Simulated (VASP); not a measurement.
# Zr (P6_3/mmc) in VASP: further runs

Runs on Zr. Level: PBEsol. Tasks: single point, relaxation of shape and atoms at fixed volume.

Everything below comes from runs of VASP 6.6.1. Logs are shortened: lines on timing, memory, paths and dates and some standing lists are left out, and cuts for length are marked.

### 1 The cell of the first run

It takes space group P6_3/mmc (No. 194, hexagonal). The conventional cell has a = 3.029 Å, b = 3.029 Å, c = 4.978 Å, α = 90.00°, β = 90.00°, γ = 120.00°. Zr (site symmetry -6m2) has 12 Zr at 3.03 to 3.04 Å within 4.0 Å.

### 2 Single point, PBEsol (19.77 Å³/atom)

Input file INCAR:

```
  PREC = Accurate
  ENCUT = 520
  EDIFF = 1E-6
  ISMEAR = 0
  SIGMA = 0.1
  LREAL = False
  LASPH = True
  NELM = 100
  ALGO = Fast
  ISIF = 2
  LWAVE = False
  LCHARG = False
  GGA = PS
  NBANDS = 19
```

Input file KPOINTS:

```
Automatic mesh
0
Gamma
  18 18 8
```

Input file POSCAR:

```
Zr
1.0
    3.0286822291      0.0000000000      0.0000000000
   -1.5143411146      2.6229157504      0.0000000000
    0.0000000000      0.0000000000      4.9776123439
Zr
2
Direct
    0.3333333333      0.6666666667      0.2500000000
    0.6666666667      0.3333333333      0.7500000000
```

Potentials or basis: VASP PAW PBE potentials, release 64 (Zr_sv).

The run is started by

```console
$ cat potpaw_PBE.64/Zr_sv/POTCAR > POTCAR
$ mpirun -np 1 vasp_std > vasp.out
```

OUTCAR:

```text
PREC = Accurate
   ENCUT = 520
   EDIFF = 1E-6
   ISMEAR = 0
   LREAL = False
   LASPH = True
   NELM = 100
   ISIF = 2
   GGA = PS

 ion  position               nearest neighbor table
   1  0.333  0.667  0.250-   2 3.04   2 3.04   2 3.04   2 3.04   2 3.04   2 3.04
   2  0.667  0.333  0.750-   1 3.04   1 3.04   1 3.04   1 3.04   1 3.04   1 3.04

  LATTYP: Found a hexagonal cell.
 ALAT       =     3.0286822291
 C/A-ratio  =     1.6434911184

  Lattice vectors:

 A1 = (   3.0286822291,   0.0000000000,   0.0000000000)
 A2 = (  -1.5143411146,   2.6229157504,   0.0000000000)
 A3 = (   0.0000000000,   0.0000000000,   4.9776123439)

Analysis of symmetry for initial positions (statically):
=====================================================================
 Subroutine PRICEL returns:
 Original cell was already a primitive cell.

 Routine SETGRP: Setting up the symmetry group for a
 hexagonal supercell.

 Subroutine GETGRP returns: Found 24 space group operations
 (whereof 12 operations were pure point group operations)
 out of a pool of 24 trial point group operations.

The static configuration has the point symmetry D_3d.
 The point group associated with its full space group is D_6h.

Analysis of symmetry for dynamics (positions and initial velocities):
=====================================================================
 Subroutine PRICEL returns:
 Original cell was already a primitive cell.

 Routine SETGRP: Setting up the symmetry group for a
 hexagonal supercell.

 Subroutine GETGRP returns: Found 24 space group operations
 (whereof 12 operations were pure point group operations)
 out of a pool of 24 trial point group operations.

The dynamic configuration has the point symmetry D_3d.
 The point group associated with its full space group is D_6h.

 Subroutine INISYM returns: Found 24 space group operations
 (whereof 12 operations are pure point group operations),
 and found     1 'primitive' translations

----------------------------------------------------------------------------------------

                                     Primitive cell

  volume of cell :      39.5420

  direct lattice vectors                    reciprocal lattice vectors
     3.028682229  0.000000000  0.000000000     0.330176600  0.190627549  0.000000000
    -1.514341115  2.622915750  0.000000000     0.000000000  0.381255097  0.000000000
     0.000000000  0.000000000  4.977612344     0.000000000  0.000000000  0.200899534

  length of vectors
     3.028682229  3.028682229  4.977612344     0.381255097  0.381255097  0.200899534

  position of ions in fractional coordinates (direct lattice)
     0.333333333  0.666666667  0.250000000
     0.666666667  0.333333333  0.750000000

  ion indices of the primitive-cell ions
   primitive index   ion index
                 1           1
                 2           2

----------------------------------------------------------------------------------------

 KPOINTS: Automatic mesh

Automatic generation of k-mesh.
 Grid dimensions read from file:
 generate k-points for:   18   18    8

 Generating k-lattice:

  Cartesian coordinates                     Fractional coordinates (reciprocal lattice)
     0.018343144  0.010590419  0.000000000     0.055555556  0.000000000  0.000000000
     0.000000000  0.021180839  0.000000000     0.000000000  0.055555556  0.000000000
     0.000000000  0.000000000  0.025112442     0.000000000  0.000000000  0.125000000

  Length of vectors
     0.021180839  0.021180839  0.025112442

  Shift w.r.t. Gamma in fractional coordinates (k-lattice)
     0.000000000  0.000000000  0.000000000

 Subroutine IBZKPT returns following result:
 ===========================================

 Found    185 irreducible k-points:

 Following reciprocal coordinates:
            Coordinates               Weight
  0.000000  0.000000  0.000000      1.000000
  0.055556 -0.000000  0.000000      6.000000
  0.111111 -0.000000  0.000000      6.000000
  0.166667 -0.000000  0.000000      6.000000
  0.222222 -0.000000  0.000000      6.000000
  0.277778 -0.000000  0.000000      6.000000
[... 16 lines left out ...]
  0.333333  0.111111  0.000000     12.000000
  0.388889  0.111111  0.000000     12.000000
 [... further k-points ...]
   k-points           NKPTS =    185   k-points in BZ     NKDIM =    185   number of bands    NBANDS=     19
   number of dos      NEDOS =    301   number of ions     NIONS =      2
   total plane-waves  NPLWV =  23040
   dimension x,y,z NGX =    24 NGY =   24 NGZ =   40
   dimension x,y,z NGXF=    48 NGYF=   48 NGZF=   80
   ions per type =               2
   NGX,Y,Z   is equivalent  to a cutoff of  13.17, 13.17, 13.36 a.u.
   NGXF,Y,Z  is equivalent  to a cutoff of  26.35, 26.35, 26.72 a.u.
 SYSTEM =  unknown system
   PREC   = accura    normal or accurate (medium, high low for compatibility)
   ISTART =      0    job   : 0-new  1-cont  2-samecut
   ICHARG =      2    charge: 1-file 2-atom 10-const
   ISPIN  =      1    spin polarized calculation?
   LNONCOLLINEAR =      F non collinear calculations
   LSORBIT =      F    spin-orbit coupling
   LASPH  =      T    aspherical Exc in radial PAW
   ENCUT  =  520.0 eV  38.22 Ry    6.18 a.u.   5.63  5.63  9.26*2*pi/ulx,y,z
   NELM   =    100;   NELMIN=  2; NELMDL= -5     # of ELM steps
   EDIFF  = 0.1E-05   stopping-criterion for ELM
   LREAL  =      F    real-space projection
   EDIFFG = 0.1E-04   stopping-criterion for IOM
   NSW    =      0    number of steps for IOM
   IBRION =     -1    ionic relax: 0-MD 1-quasi-New 2-CG
   NFREE  =      0    steps in history (QN), initial steepest desc. (CG)
   ISIF   =      2    stress and relaxation
   ISYM   =      2    0-nonsym 1-usesym 2-fastsym
   POTIM  = 0.5000    time-step for ionic-motion
   TEBEG  =    0.0;   TEEND  =   0.0 temperature during run
   PSTRESS=    0.0 pullay stress
   NELECT =      24.0000    total number of electrons
   NUPDOWN=      -1.0000    fix difference up-down
   EMIN   =  10.00;   EMAX   =-10.00  energy-range for DOS
   EFERMI =   0.00;   METHOD = LEGACY
   ISMEAR =     0;   SIGMA  =   0.10  broadening in eV -4-tet -1-fermi 0-gaus
   EFERMI_NEDOS =   21; number of points for ismear=-14 and -15
   IALGO  =     68    algorithm
   IMIX   =      4    mixing-type and parameters
     AMIX     =   0.40;   BMIX     =  1.00
     AMIX_MAG =   1.60;   BMIX_MAG =  1.00
  volume/ion in A,a.u.               =      19.77       133.42
  Fermi-wavevector in a.u.,A,eV,Ry     =   1.386092  2.619335 26.140225  1.921252
  Thomas-Fermi vector in A             =   2.510441
   LORBIT       =      0    0 simple, 1 ext, 2 COOP (PROOUT), +10 PAW based schemes
   GGA     = PS    functional components
   LHFCALC =     F    Hartree Fock is set to
   AEXX    =    0.0000 exact exchange contribution
   IVDW    =     0    specifies the selected vdW correction
   LEPSILON=     F    determine dielectric tensor
   LRPA    =     F    only Hartree local field effects (RPA)
 non-spin polarized calculation
 RMM-DIIS sequential band-by-band and
 Gauss-broadening in eV      SIGMA  =   0.10
  energy-cutoff  :      520.00
  volume of cell :       39.54
 maximum number of plane-waves:      1099
 NGX is ok and might be reduce to    24
   NGX = 11   NGY = 11   NGZ = 19

 number of electron      24.0000000 magnetization

 Free energy of the ion-electron system (eV)
  ---------------------------------------------------
  ext. energy  EPLUGINS =         0.00000000
  ---------------------------------------------------
  free energy    TOTEN  =       -17.92933190 eV

  energy without entropy =      -17.91870942  energy(sigma->0) =      -17.92402066

 E-fermi :  10.7911     XC(G=0): -11.9719

 val. band max:       10.7871823569   @ k =   0.3333   0.2222   0.2500
 cond. band min:      10.7950259626   @ k =   0.1111   0.0556   0.1250
 fundamental gap:      0.0078436056
 Fermi energy:        10.7911093942

 k-point     1 :       0.0000    0.0000    0.0000
  band No.  band energies     occupation
      1     -37.6701      2.00000
      2     -37.4006      2.00000
      3     -16.5179      2.00000
      4     -15.0784      2.00000
      5     -15.0784      2.00000
      6     -14.9278      2.00000
[... 11 lines left out ...]
     18      13.5013      0.00000
     19      16.1110      0.00000

 k-point     2 :       0.0556   -0.0000    0.0000
  band No.  band energies     occupation
      1     -37.6629      2.00000
      2     -37.3969      2.00000
      3     -16.5022      2.00000
      4     -15.1187      2.00000
      5     -15.0907      2.00000
      6     -14.9331      2.00000
[... 11 lines left out ...]
     18      13.3983      0.00000
     19      16.1884      0.00000

 k-point     3 :       0.1111   -0.0000    0.0000
  band No.  band energies     occupation
      1     -37.6418      2.00000
      2     -37.3862      2.00000
      3     -16.4560      2.00000
      4     -15.2346      2.00000
      5     -15.1256      2.00000
      6     -15.0416      2.00000
[... 11 lines left out ...]
     18      13.1350      0.00000
     19      16.3718      0.00000

 k-point     4 :       0.1667   -0.0000    0.0000
  band No.  band energies     occupation
      1     -37.6088      2.00000
      2     -37.3701      2.00000
      3     -16.3821      2.00000
      4     -15.4107      2.00000
      5     -15.2157      2.00000
      6     -15.1772      2.00000
[... 407 lines left out ...]
     18      16.3361      0.00000
     19      16.7273      0.00000

 k-point    23 :       0.3333    0.1111    0.0000
  band No.  band energies     occupation
      1     -37.4220      2.00000
      2     -37.3064      2.00000
      3     -16.1873      2.00000
      4     -15.9614      2.00000
      5     -15.8986      2.00000
      6     -15.4744      2.00000
[... 11 lines left out ...]
     18      16.7540      0.00000
     19      17.3057      0.00000

 k-point    24 :       0.3889    0.1111    0.0000
  band No.  band energies     occupation
      1     -37.3931      2.00000
      2     -37.3042      2.00000
      3     -16.2862      2.00000
      4     -16.0342      2.00000
      5     -15.8044      2.00000
      6     -15.5182      2.00000
[... 11 lines left out ...]
     18      16.7653      0.00000
     19      18.1620      0.00000

 [... further k-points ...]

------------------------ aborting loop because EDIFF is reached ----------------------------------------

  FORCE on cell =-STRESS in cart. coord.  units (eV):
  Direction    XX          YY          ZZ          XY          YZ          ZX
  --------------------------------------------------------------------------------------
  -------------------------------------------------------------------------------------
  Total        3.7184983      3.7184983      3.7442037     -0.0000000     -0.0000000      0.0000000
  in kB      150.6673147    150.6673147    151.7088530     -0.0000000     -0.0000000      0.0000000
  external PRESSURE =     151.0144941 kB  Pullay stress =       0.0000000 kB

 VOLUME and BASIS-vectors are now :
 -----------------------------------------------------------------------------
  energy-cutoff  :      520.00
  volume of cell :       39.54
      direct lattice vectors                 reciprocal lattice vectors
     3.028682229  0.000000000  0.000000000     0.330176600  0.190627549  0.000000000
    -1.514341115  2.622915750  0.000000000     0.000000000  0.381255097  0.000000000
     0.000000000  0.000000000  4.977612344     0.000000000  0.000000000  0.200899534

 POSITION                                       TOTAL-FORCE (eV/Angst)
 -----------------------------------------------------------------------------------
     -0.00000      1.74861      1.24440        -0.000000      0.000000      0.000000
      1.51434      0.87431      3.73321         0.000000     -0.000000      0.000000
 -----------------------------------------------------------------------------------
    total drift:                               -0.000000      0.000000     -0.000000

  FREE ENERGIE OF THE ION-ELECTRON SYSTEM (eV)
  ---------------------------------------------------
  free  energy   TOTEN  =       -17.9293319015 eV

  energy  without entropy=      -17.9187094178  energy(sigma->0) =      -17.92402066
```

It took 68 s on 1 thread of Intel Xeon 6975P-C (Granite Rapids), shared host; peak memory 0.24 GiB.

What came out:

| Quantity | Value |
| --- | --- |
| Free energy | -17.9293 eV |
| Pressure | 15.1 GPa |
| Band gap on the k mesh | zero (bands 12 and 13 overlap by 1.32 eV) |

Stress tensor (GPa, compression positive):
```
15.07  0.00  0.00
 0.00 15.07  0.00
 0.00  0.00 15.17
```

Levels at points of the mesh, in eV from the Fermi level:
```csv
k point,band 10,band 11,band 12,band 13,band 14,band 15
"(0.00, 0.00, 0.00)",-3.48,0.75,0.93,0.93,1.68,1.71
"(0.50, 0.00, 0.00)",-2.75,-2.73,0.37,0.70,0.79,1.62
"(0.00, 0.00, 0.50)",-4.04,-0.10,-0.10,0.88,0.88,0.88
"(0.50, 0.00, 0.50)",-3.41,-1.52,-1.52,2.40,2.40,2.68
```

Caveat: the cell stands under pressure; the PAW data sets were made with another functional, which shifts forces and pressure a little.

[end of part 1 of 2]
